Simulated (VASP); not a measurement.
# GaN (km): single point with PBEsol

Crystal: GaN (km).

```
Ga N
1.0
     3.18282    0.00000    0.00000
    -1.59141    2.75640    0.00000
     0.00000    0.00000    5.18567
Ga N
2 2
Direct
  0.33333 0.66667 0.00019
  0.66667 0.33333 0.50019
  0.33333 0.66667 0.37681
  0.66667 0.33333 0.87681
```

| Item | Value |
| --- | --- |
| Program | VASP 6.6.1 |
| Task | single point |
| Functional | PBEsol |
| Potentials or basis | VASP PAW PBE potentials, release 64 (Ga_d, N) |
| Cutoff | 600 eV |
| k mesh | 6 × 6 × 4 |
| Occupations | gaussian, width 0.02 eV |
| Spin | no spin polarisation |
| Dipole correction | no |
| Further INCAR settings | ALGO = Normal; EDIFF = 1e-06; NBANDS = 26 |

```yaml
Pressure: -0.4 GPa
Band_gap_on_the_k_mesh: 1.89 eV, direct
```

Levels at points of the mesh, in eV from the valence-band top:
```
           k point  band 16  band 17  band 18  band 19  band 20  band 21
(0.00, 0.00, 0.00)    -0.04     0.00     0.00     1.89     4.21     9.11
(0.50, 0.00, 0.00)    -2.79    -2.26    -1.01     4.94     5.51     5.95
(0.00, 0.00, 0.50)    -0.54    -0.54    -0.54     4.22     4.22     8.38
(0.50, 0.00, 0.50)    -1.97    -1.92    -1.92     4.30     4.30     7.70
```

It took 44 s on 1 thread of AMD EPYC 7R43 64-Core Processor (Zen 3), with other jobs on the host, peak memory 0.15 GiB.

Caveat: the PAW data sets were made with another functional, which shifts forces and pressure a little.
